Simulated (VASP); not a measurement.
Input of a VASP 6.6.1 run:

The input INCAR:

```
SYSTEM = BeBi3
PREC = Accurate
ENCUT = 600
EDIFF = 1E-7
ISMEAR = 0
SIGMA = 0.1
LREAL = .False.
LASPH = .True.
NELM = 80
ALGO = Fast
ISIF = 3
LWAVE = .False.
LCHARG = .False.
GGA = PE
IBRION = 2
NSW = 90
EDIFFG = -0.04
```

KPOINTS

```
regular mesh
0
Gamma
  3 3 4
  0 0 0
```

Contents of POSCAR:

```
BeBi3
1.0
    6.6302698981      0.0000000000      0.0000000000
   -3.3151349491      5.7419821657      0.0000000000
    0.0000000000      0.0000000000      5.3218145930
Be Bi
2 6
Direct
    0.3333333333      0.6666666667      0.2500000000
    0.6666666667      0.3333333333      0.7500000000
    0.8330000000      0.6660000000      0.2500000000
    0.1670000000      0.8330000000      0.7500000000
    0.3340000000      0.1670000000      0.2500000000
    0.1670000000      0.3340000000      0.7500000000
    0.8330000000      0.1670000000      0.2500000000
    0.6660000000      0.8330000000      0.7500000000
```

Potentials or basis: VASP PAW PBE potentials, release 64 (Be, Bi_d).

Command:

```bash
$ cat potpaw_PBE.64/Be/POTCAR potpaw_PBE.64/Bi_d/POTCAR > POTCAR
$ mpirun -np 1 vasp_std > vasp.out
```

Problem. Estimate the relaxed volume.

Solution. 30.24 Å³/atom.

Problem. Estimate the band gap on the k mesh.

Solution. Zero (bands 47 and 48 overlap by 2.24 eV).

Stress tensor (GPa, compression positive):
```
 0.18  0.00  0.00
 0.00  0.18  0.00
 0.00  0.00 -0.16
```

Caveat: the k points lie up to 0.41 Å⁻¹ apart in the final cell, too coarse for converged energies and pressures of a metal; the volume moved by over 15 % at a fixed basis, so the end points are rough; spin-orbit coupling is left out, which moves the levels of the heavy elements.
